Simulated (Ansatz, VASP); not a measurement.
# BN: VASP beside Ansatz

```
B N
1.0
     2.36103    0.00000    0.00000
    -1.18051    2.04471    0.00000
     0.00000    0.00000    6.96078
B N
2 2
Direct
  0.33333 0.66667 0.25000
  0.66667 0.33333 0.75000
  0.33333 0.66667 0.75000
  0.66667 0.33333 0.25000
```

Alike in both runs: task single point; functional PBEsol; k mesh 12 × 12 × 4; occupations gaussian, width 0.05 eV; no spin polarisation.

|  | VASP | Ansatz |
| --- | --- | --- |
| version | VASP 6.6.1 | Ansatz 0.2.0 |
| potentials or method | VASP PAW PBE potentials, release 64 (B, N), cutoff 520 eV | scalar-relativistic, plane waves, PAW |
| valence electrons in the cell | 16 | 16 |

```tsv
	VASP	Ansatz	Ansatz less VASP
gap on the k mesh at the Fermi level (eV)	4.52	4.53	+0.010
least direct gap on the mesh (eV)	5.03	5.03	+0.004
```

VASP's potentials were made for PBE, not for PBEsol, and Ansatz warns of the same on its side. With one functional, cell and mesh, what is left measures potentials, basis and numerics.
